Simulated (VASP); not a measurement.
# Be2F (P-42_1m) in VASP: further runs, part 2 of 2

VASP 6.6.1.

**3. Single point, PBE+D4**

Contents of INCAR:

```
SYSTEM = Be2F
ALGO = Normal ; EDIFF = 1E-7
ENCUT = 520 ; GGA = PE
ISIF = 2 ; ISMEAR = 0
IVDW = 13 ; LASPH = .True.
LCHARG = .True. ; LELF = .True.
LREAL = .False. ; LVHAR = .True.
LWAVE = .False. ; NBANDS = 20
NELM = 100 ; PREC = Accurate
SIGMA = 0.1
```

Contents of KPOINTS:

```
k-points
0
Gamma
  12 12 6
  0 0 0
```

Contents of POSCAR:

```
Be2F
1.0
    3.4027717875      0.0000000000      0.0000000000
    0.0000000000      3.4027717875      0.0000000000
    0.0000000000      0.0000000000      6.0554587304
Be F
4 2
Direct
    0.7744155518      0.2744155518      0.8895349434
    0.7255844482      0.7744155518      0.1104650566
    0.2744155518      0.2255844482      0.1104650566
    0.2255844482      0.7255844482      0.8895349434
    0.5000000000      0.0000000000      0.3059253268
    0.0000000000      0.5000000000      0.6940746732
```

Potentials or basis: VASP PAW PBE potentials, release 64 (Be, F).

Started as:

```console
cat potpaw_PBE.64/Be/POTCAR potpaw_PBE.64/F/POTCAR > POTCAR
mpirun -np 1 vasp_std > vasp.out
```

OUTCAR:

```text
SYSTEM = Be2F
   EDIFF = 1E-7
   ENCUT = 520
   GGA = PE
   ISIF = 2
   ISMEAR = 0
   IVDW = 13
   LASPH = .True.
   LREAL = .False.
   NELM = 100
   PREC = Accurate

 ion  position               nearest neighbor table
   1  0.774  0.274  0.890-   6 1.61   3 2.17   2 2.17   2 2.17   3 2.17   4 2.17
   2  0.726  0.774  0.110-   5 1.61   4 2.17   1 2.17   1 2.17   4 2.17   3 2.17
   3  0.274  0.226  0.110-   5 1.61   4 2.17   1 2.17   4 2.17   1 2.17   2 2.17
   4  0.226  0.726  0.890-   6 1.61   3 2.17   2 2.17   3 2.17   2 2.17   1 2.17
   5  0.500  0.000  0.306-   2 1.61   3 1.61
   6  0.000  0.500  0.694-   1 1.61   4 1.61

  LATTYP: Found a simple tetragonal cell.
 ALAT       =     3.4027717875
 C/A-ratio  =     1.7795665148

  Lattice vectors:

 A1 = (   3.4027717875,   0.0000000000,   0.0000000000)
 A2 = (   0.0000000000,   3.4027717875,   0.0000000000)
 A3 = (   0.0000000000,   0.0000000000,   6.0554587304)

Analysis of symmetry for initial positions (statically):
=====================================================================
 Subroutine PRICEL returns:
 Original cell was already a primitive cell.

 Routine SETGRP: Setting up the symmetry group for a
 simple tetragonal supercell.

 Subroutine GETGRP returns: Found  8 space group operations
 (whereof  4 operations were pure point group operations)
 out of a pool of 16 trial point group operations.

The static configuration has the point symmetry S_4 .
 The point group associated with its full space group is D_2d.

Analysis of symmetry for dynamics (positions and initial velocities):
=====================================================================
 Subroutine PRICEL returns:
 Original cell was already a primitive cell.

 Routine SETGRP: Setting up the symmetry group for a
 simple tetragonal supercell.

 Subroutine GETGRP returns: Found  8 space group operations
 (whereof  4 operations were pure point group operations)
 out of a pool of 16 trial point group operations.

The dynamic configuration has the point symmetry S_4 .
 The point group associated with its full space group is D_2d.

 Subroutine INISYM returns: Found  8 space group operations
 (whereof  4 operations are pure point group operations),
 and found     1 'primitive' translations

----------------------------------------------------------------------------------------

                                     Primitive cell

  volume of cell :      70.1153

  direct lattice vectors                    reciprocal lattice vectors
     3.402771787  0.000000000  0.000000000     0.293878068  0.000000000  0.000000000
     0.000000000  3.402771787  0.000000000     0.000000000  0.293878068  0.000000000
     0.000000000  0.000000000  6.055458730     0.000000000  0.000000000  0.165140255

  length of vectors
     3.402771787  3.402771787  6.055458730     0.293878068  0.293878068  0.165140255

  position of ions in fractional coordinates (direct lattice)
     0.774415552  0.274415552  0.889534943
     0.725584448  0.774415552  0.110465057
     0.274415552  0.225584448  0.110465057
     0.225584448  0.725584448  0.889534943
     0.500000000  0.000000000  0.305925327
     0.000000000  0.500000000  0.694074673

  ion indices of the primitive-cell ions
   primitive index   ion index
                 1           1
                 2           2
[... 35 lines left out ...]
  0.166667  0.000000  0.000000      4.000000
  0.250000  0.000000  0.000000      4.000000
  0.333333  0.000000  0.000000      4.000000
  0.416667  0.000000  0.000000      4.000000
[... 16 lines left out ...]
  0.333333  0.333333  0.000000      4.000000
  0.416667  0.333333  0.000000      8.000000
 [... further k-points ...]
   k-points           NKPTS =    112   k-points in BZ     NKDIM =    112   number of bands    NBANDS=     20
   number of dos      NEDOS =    301   number of ions     NIONS =      6
   total plane-waves  NPLWV =  37632
   dimension x,y,z NGX =    28 NGY =   28 NGZ =   48
   dimension x,y,z NGXF=    56 NGYF=   56 NGZF=   96
   ions per type =               4   2
   NGX,Y,Z   is equivalent  to a cutoff of  13.68, 13.68, 13.18 a.u.
   NGXF,Y,Z  is equivalent  to a cutoff of  27.36, 27.36, 26.36 a.u.
 SYSTEM =  Be2F
   PREC   = accura    normal or accurate (medium, high low for compatibility)
   ISTART =      0    job   : 0-new  1-cont  2-samecut
   ICHARG =      2    charge: 1-file 2-atom 10-const
   ISPIN  =      1    spin polarized calculation?
   LNONCOLLINEAR =      F non collinear calculations
   LSORBIT =      F    spin-orbit coupling
   LASPH  =      T    aspherical Exc in radial PAW
   ENCUT  =  520.0 eV  38.22 Ry    6.18 a.u.   6.33  6.33 11.26*2*pi/ulx,y,z
   NELM   =    100;   NELMIN=  2; NELMDL= -5     # of ELM steps
   EDIFF  = 0.1E-06   stopping-criterion for ELM
   LREAL  =      F    real-space projection
   EDIFFG = 0.1E-05   stopping-criterion for IOM
   NSW    =      0    number of steps for IOM
   IBRION =     -1    ionic relax: 0-MD 1-quasi-New 2-CG
   NFREE  =      0    steps in history (QN), initial steepest desc. (CG)
   ISIF   =      2    stress and relaxation
   ISYM   =      2    0-nonsym 1-usesym 2-fastsym
   POTIM  = 0.5000    time-step for ionic-motion
   TEBEG  =    0.0;   TEEND  =   0.0 temperature during run
   PSTRESS=    0.0 pullay stress
   NELECT =      22.0000    total number of electrons
   NUPDOWN=      -1.0000    fix difference up-down
   EMIN   =  10.00;   EMAX   =-10.00  energy-range for DOS
   EFERMI =   0.00;   METHOD = LEGACY
   ISMEAR =     0;   SIGMA  =   0.10  broadening in eV -4-tet -1-fermi 0-gaus
   EFERMI_NEDOS =   21; number of points for ismear=-14 and -15
   IALGO  =     38    algorithm
   IMIX   =      4    mixing-type and parameters
     AMIX     =   0.40;   BMIX     =  1.00
     AMIX_MAG =   1.60;   BMIX_MAG =  1.00
  volume/ion in A,a.u.               =      11.69        78.86
  Fermi-wavevector in a.u.,A,eV,Ry     =   1.112444  2.102214 16.837640  1.237532
  Thomas-Fermi vector in A             =   2.249018
   LORBIT       =      0    0 simple, 1 ext, 2 COOP (PROOUT), +10 PAW based schemes
   GGA     = PE    functional components
   LHFCALC =     F    Hartree Fock is set to
   AEXX    =    0.0000 exact exchange contribution
   IVDW    =    13    specifies the selected vdW correction
   LEPSILON=     F    determine dielectric tensor
   LRPA    =     F    only Hartree local field effects (RPA)
 non-spin polarized calculation
 Gauss-broadening in eV      SIGMA  =   0.10
  energy-cutoff  :      520.00
  volume of cell :       70.12
 maximum number of plane-waves:      1908
 NGX is ok and might be reduce to    28
   NGX = 13   NGY = 13   NGZ = 23

 number of electron      21.9999970 magnetization

 Free energy of the ion-electron system (eV)
  ---------------------------------------------------
  ext. energy  EPLUGINS =         0.00000000
  ---------------------------------------------------
  free energy    TOTEN  =       -24.84016618 eV

  energy without entropy =      -24.83692760  energy(sigma->0) =      -24.83854689

 E-fermi :   2.5404     XC(G=0):  -8.6141

 val. band max:        2.5035729036   @ k =   0.3333   0.0000   0.3333
 cond. band min:       2.5618763484   @ k =   0.3333   0.0000   0.1667
 fundamental gap:      0.0583034448
 Fermi energy:         2.5403936976

 k-point     1 :       0.0000    0.0000    0.0000
  band No.  band energies     occupation
      1     -23.1409      2.00000
      2     -23.0849      2.00000
      3      -6.4378      2.00000
      4      -4.9752      2.00000
      5      -4.7736      2.00000
      6      -4.7736      2.00000
[... 541 lines left out ...]
     19      14.1875      0.00000
     20      14.3933      0.00000

 [... further k-points ...]

------------------------ aborting loop because EDIFF is reached ----------------------------------------

  DFT-D4 for vdW energy calculation

  Edisp (eV):   -0.39555

  FORCE on cell =-STRESS in cart. coord.  units (eV):
  Direction    XX          YY          ZZ          XY          YZ          ZX
  --------------------------------------------------------------------------------------
  -------------------------------------------------------------------------------------
  Total      -0.34770    -0.34770    -0.23503     0.00000     0.00000     0.00000
  in kB      -7.94512    -7.94512    -5.37055     0.00000     0.00000     0.00000
  external pressure =       -7.09 kB  Pullay stress =        0.00 kB

 VOLUME and BASIS-vectors are now :
 -----------------------------------------------------------------------------
  energy-cutoff  :      520.00
  volume of cell :       70.12
      direct lattice vectors                 reciprocal lattice vectors
     3.402771787  0.000000000  0.000000000     0.293878068  0.000000000  0.000000000
     0.000000000  3.402771787  0.000000000     0.000000000  0.293878068  0.000000000
     0.000000000  0.000000000  6.055458730     0.000000000  0.000000000  0.165140255

 POSITION                                       TOTAL-FORCE (eV/Angst)
 -----------------------------------------------------------------------------------
      2.63516      0.93377      5.38654        -0.037826     -0.037826      0.031590
      2.46900      2.63516      0.66892         0.037826     -0.037826     -0.031590
      0.93377      0.76761      0.66892        -0.037826      0.037826     -0.031590
      0.76761      2.46900      5.38654         0.037826      0.037826      0.031590
      1.70139      0.00000      1.85252        -0.000000      0.000000      0.075184
      0.00000      1.70139      4.20294        -0.000000      0.000000     -0.075184
 -----------------------------------------------------------------------------------
    total drift:                               -0.000000     -0.000000     -0.000000

  FREE ENERGIE OF THE ION-ELECTRON SYSTEM (eV)
  ---------------------------------------------------
  free  energy   TOTEN  =       -25.2357164451 eV

  energy  without entropy=      -25.2324778610  energy(sigma->0) =      -25.23409715
```

It took 2.4 min on 1 thread of Intel Xeon Platinum 8375C at 2.90GHz (Ice Lake), shared host; peak memory 0.26 GiB.

What came out:

```
Free energy                : -25.2357 eV
Pressure                   : -0.7 GPa
Largest force              : 0.075 eV/Å
Band gap on the k mesh     : zero (band 11 reaches 4.14 eV, above the bottom of band 12 at 0.07 eV)
Dispersion energy per atom : -0.066 eV
```

Forces on the atoms (eV/Å):
```
Be  -0.038 -0.038  0.032
Be   0.038 -0.038 -0.032
Be  -0.038  0.038 -0.032
Be   0.038  0.038  0.032
F    0.000  0.000  0.075
F    0.000  0.000 -0.075
```

Levels at points of the mesh, in eV from the Fermi level:
| k point | band 7 | band 8 | band 9 | band 10 | band 11 | band 12 | band 13 | band 14 | band 15 | band 16 |
| --- | --- | --- | --- | --- | --- | --- | --- | --- | --- | --- |
| (0.00, 0.00, 0.00) | -6.14 | -6.14 | -6.14 | -1.62 | -0.62 | 2.05 | 3.34 | 4.94 | 4.94 | 5.82 |
| (0.50, 0.00, 0.00) | -6.60 | -6.60 | -4.22 | -4.22 | 1.60 | 1.60 | 3.64 | 3.64 | 5.51 | 5.51 |
| (0.50, 0.50, 0.00) | -7.15 | -7.15 | -2.61 | -2.61 | -2.47 | -2.47 | 5.30 | 5.30 | 5.52 | 5.52 |
| (0.00, 0.00, 0.50) | -6.13 | -6.13 | -5.72 | -1.75 | -0.61 | 2.36 | 2.79 | 4.93 | 4.93 | 5.63 |
| (0.50, 0.00, 0.50) | -6.54 | -6.54 | -4.29 | -4.29 | 1.49 | 1.49 | 3.54 | 3.54 | 6.50 | 6.50 |
| (0.50, 0.50, 0.50) | -7.19 | -7.19 | -2.60 | -2.60 | -2.37 | -2.37 | 5.07 | 5.07 | 5.29 | 5.29 |

Caveat: pairwise dispersion overbinds metals, which lowers pressure and volume.
